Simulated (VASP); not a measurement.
Set up this calculation in VASP 6.6.1, as the native input.

```yaml
Task: single point
Functional: PBE
Potentials_or_basis: VASP PAW PBE potentials, release 64 (Pt)
Cutoff: 520 eV
k_mesh: 21 × 21 × 11
Occupations: fermi-dirac, width 0.05 eV
Spin: collinear spin, ferromagnetic start
Starting_moments: "[1.0, 1.0] μB"
Dipole_correction: no
Further_INCAR_settings: ALGO = Normal; EDIFF = 1e-06; NBANDS = 21
```

The structure of Pt lies in POSCAR:

```
Pt
1.0
    2.7597961734      0.0000000000      0.0000000000
   -1.3798980867      2.3900535954      0.0000000000
    0.0000000000      0.0000000000      4.7765533806
Pt
2
Direct
    0.3333333333      0.6666666667      0.2500000000
    0.6666666667      0.3333333333      0.7500000000
```

One way to write it, as run:

INCAR

```
SYSTEM = Pt
  PREC = Accurate
  ENCUT = 520
  EDIFF = 1E-6
  ISMEAR = -1
  SIGMA = 0.05
  LREAL = .FALSE.
  LASPH = .TRUE.
  NELM = 150
  ALGO = Normal
  ISIF = 2
  LWAVE = .FALSE.
  LCHARG = .TRUE.
  ISPIN = 2
  MAGMOM = 1 1
  LORBIT = 11
  LMAXMIX = 4
  GGA = PE
  LELF = .TRUE.
  LVHAR = .TRUE.
  NBANDS = 21
```

KPOINTS

```
regular mesh
0
G
  21 21 11
  0 0 0
```

Potentials or basis: VASP PAW PBE potentials, release 64 (Pt).

Run with:

```sh
$ cat potpaw_PBE.64/Pt/POTCAR > POTCAR
$ mpirun -np 1 vasp_std > vasp.out
```

Results of the run:

```json
{
 "Pressure": "-0.5 GPa",
 "Band gap on the k mesh": "zero (filled and empty bands overlap)",
 "Net moment": "0.00 μB per cell",
 "Valence electrons inside the program's atomic spheres": "Pt 9.20"
}
```

Caveat: spin-orbit coupling is left out, which moves the levels of the heavy elements.

Wall time 2.4 min on 1 thread of Intel Xeon 6975P-C, on a shared host, peak memory 0.37 GiB.
